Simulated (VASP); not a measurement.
A run of VASP 6.6.1:

Contents of INCAR:

```
SYSTEM = InSe
ALGO = Normal ; EDIFF = 1E-6
ENCUT = 520 ; GGA = PS
ISIF = 2 ; ISMEAR = -1
IVDW = 12 ; LASPH = .TRUE.
LCHARG = .TRUE. ; LELF = .TRUE.
LREAL = .FALSE. ; LVHAR = .TRUE.
LWAVE = .FALSE. ; NBANDS = 27
NELM = 100 ; PREC = Accurate
SIGMA = 0.05
```

Contents of KPOINTS:

```
k-points
0
G
  8 8 8
  0 0 0
```

The input POSCAR:

```
InSe
1.0
    2.0000000000      1.1547005384      8.4400000000
   -2.0000000000      1.1547005384      8.4400000000
    0.0000000000     -2.3094010768      8.4400000000
In Se
2 2
Direct
    0.8886000000      0.8886000000      0.8886000000
    0.0000000000      0.0000000000      0.0000000000
    0.1719000000      0.1719000000      0.1719000000
    0.3835000000      0.3835000000      0.3835000000
```

Potentials or basis: VASP PAW PBE potentials, release 64 (In_d, Se).

The run is started by

```bash
$ cat potpaw_PBE.64/In_d/POTCAR potpaw_PBE.64/Se/POTCAR > POTCAR
$ mpirun -np 1 vasp_std > vasp.out
```

Hardware: 1 thread of Intel(R) Xeon(R) 6975P-C (Granite Rapids) (shared host).

Question: Estimate the wall time of this run.

Answer: Wall time 9.5 min on 1 thread of Intel(R) Xeon(R) 6975P-C (Granite Rapids), on a shared host, peak memory 0.72 GiB. Counts: scf iterations 14, k points 65.
